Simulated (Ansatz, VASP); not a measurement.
One calculation of In5Sb3As2, two programs

```
In Sb As
1.0
     6.60937    0.00000    0.08417
     0.00000    5.57423    0.00000
    -0.39379    0.00000    7.32456
In Sb As
5 3 2
Direct
  0.50000 0.00000 0.00000
  0.89624 0.00000 0.20752
  0.30809 0.00000 0.38483
  0.69191 0.00000 0.61517
  0.10376 0.00000 0.79248
  0.77986 0.50000 0.41151
  0.22014 0.50000 0.58849
  0.00000 0.50000 0.00000
  0.37508 0.50000 0.22872
  0.62492 0.50000 0.77128
```

Alike in both runs: functional PBE; k mesh 6 × 8 × 6; occupations gaussian, width 0.1 eV; no spin polarisation.

Ansatz relaxed the structure, and its values are those at the end. VASP's run is a single point on that final structure, the one shown.

|  | VASP | Ansatz |
| --- | --- | --- |
| version | VASP 6.6.1 | Ansatz 0.2.0 |
| potentials or method | VASP PAW PBE potentials, release 64 (In_d, Sb, As), cutoff 520 eV | scalar-relativistic, plane waves, PAW |
| valence electrons in the cell | 90 | 140 |

|  | VASP | Ansatz | Ansatz less VASP |
| --- | --- | --- | --- |
| gap on the k mesh at the Fermi level (eV) | none | none | - |
| pressure (GPa) | 0.0 | 0.0 | +0.03 |
| rms of the force components (eV/Å) | 0.004 | 0.003 | -0.0010 |

A gap of «none» marks a metal or a gap that the smearing closes. VASP's potentials hold 90 valence electrons a cell and Ansatz's 140, so a difference there can come from the potentials and not from the codes.

Neither program's run includes spin-orbit coupling.
